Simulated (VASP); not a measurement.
The system is Cu.

```
Cu
1.0
     3.07078    0.00000    0.00000
    -1.53539    2.65937    0.00000
     0.00000    0.00000   10.02907
Cu
8
Direct
  0.00000 0.00000 0.09375
  0.00000 0.00000 0.59375
  0.00000 0.00000 0.40625
  0.00000 0.00000 0.90625
  0.33333 0.66667 0.15625
  0.66667 0.33333 0.65625
  0.33333 0.66667 0.34375
  0.66667 0.33333 0.84375
```

| Property | Result |
| --- | --- |
| Program | VASP 6.6.1 |
| Task | relaxation of cell and atoms |
| Functional | PBE |
| Potentials or basis | VASP PAW PBE potentials, release 64 (Cu) |
| Cutoff | 600 eV |
| k mesh | 6 × 6 × 2 |
| Occupations | gaussian, width 0.1 eV |
| Spin | no spin polarisation |

At the start: pressure 159.6 GPa; volume 10.24 Å³/atom.

Question: How do energy, volume and symmetry change on relaxing?

Answer: Over 6 steps the energy falls by 2414.7 meV/atom and the volume is 19.11 Å³/atom (+86.7 %); space group P6_3/mmc (No. 194, to 0.05 Å).

Step by step:
```csv
step,energy change (eV),largest force (eV/Å),pressure (GPa),volume (Å³)
1,0.0000,0.1286,159.57,81.90
2,-13.7744,0.0053,-12.43,271.94
3,-19.3000,0.1911,-1.00,156.39
4,-19.3082,0.1966,-0.37,154.58
5,-19.3095,0.2016,0.24,152.82
6,-19.3177,0.0253,0.33,152.89
```

Final structure:
```
Cu
1.0
     3.78333    0.00000    0.00000
    -1.89167    3.27646    0.00000
     0.00000    0.00000   12.33354
Cu
8
Direct
  0.00000 0.00000 0.09406
  0.00000 0.00000 0.59406
  0.00000 0.00000 0.40594
  0.00000 0.00000 0.90594
  0.33333 0.66667 0.15610
  0.66667 0.33333 0.65610
  0.33333 0.66667 0.34390
  0.66667 0.33333 0.84390
```

Caveat: the k points lie up to 0.32 Å⁻¹ apart in the final cell; the volume moved by over 15 % at a fixed basis, so the end points are rough.
